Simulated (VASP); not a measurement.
Write the native input for VASP 6.6.1 that does the following.

```yaml
Task: relaxation of cell and atoms
Functional: PBEsol
Potentials_or_basis: VASP PAW PBE potentials, release 64 (Rb_sv, Cl)
Cutoff: 500 eV
k_mesh: 6 × 6 × 6
Occupations: gaussian, width 0.01 eV
Spin: no spin polarisation
Target_pressure: 4 GPa
Dipole_correction: no
Further_INCAR_settings: ALGO = Normal; EDIFF = 1e-07; IBRION = 2; EDIFFG = -0.002; NSW = 100; ISIF = 3
```

The structure of RbCl lies in POSCAR:

```
RbCl
1.0
    0.0000000000      3.2740000000      3.2740000000
    3.2740000000      0.0000000000      3.2740000000
    3.2740000000      3.2740000000      0.0000000000
Rb Cl
1 1
Direct
    0.0000000000      0.0000000000      0.0000000000
    0.5000000000      0.5000000000      0.5000000000
```

The input as run:

INCAR

```
ALGO     = Normal         # electronic algorithm
EDIFF    = 1E-7           # SCF threshold, eV
EDIFFG   = -0.002         # ionic threshold
ENCUT    = 500            # plane-wave cutoff, eV
GGA      = PS             # functional
GGA_COMPAT= False        
IBRION   = 2              # ionic algorithm
ISIF     = 3              # what is computed and relaxed
ISMEAR   = 0              # smearing method
LASPH    = True           # aspherical terms in the spheres
LCHARG   = False          # write CHGCAR
LREAL    = False          # projectors in reciprocal space
LWAVE    = False          # write WAVECAR
NELM     = 120            # most SCF steps
NELMIN   = 4            
NSW      = 100            # ionic steps
PREC     = Accurate       # precision mode
PSTRESS  = 40.0         
SIGMA    = 0.01           # smearing width, eV
```

KPOINTS

```
k-points
0
Gamma
  6 6 6
```

Potentials or basis: VASP PAW PBE potentials, release 64 (Rb_sv, Cl).

Launch:

```bash
$ cat potpaw_PBE.64/Rb_sv/POTCAR potpaw_PBE.64/Cl/POTCAR > POTCAR
$ mpirun -np 1 vasp_std > vasp.out
```

Results of the run:

| Item | Value |
| --- | --- |
| Relaxed volume | 29.90 Å³/atom |
| Relaxed cell | a = 4.390 Å, b = 4.390 Å, c = 4.390 Å, α = 60.00°, β = 60.00°, γ = 60.00° |
| Space group after relaxing (to 0.05 Å) | Fm-3m (No. 225) |
| Energy change on relaxing (the enthalpy is what falls) | +54.7 meV/atom |
| Ionic steps | 5 |
| Pressure after relaxing | 4.0 GPa |
| Band gap on the k mesh | 5.40 eV, direct |

Caveat: the cell is relaxed towards a set pressure, so the enthalpy falls and the energy may rise; the PAW data sets were made with another functional, which shifts forces and pressure a little.

It took 33 s on 1 thread of Intel(R) Xeon(R) Platinum 8559C (Emerald Rapids), on a shared host, peak memory 0.22 GiB.
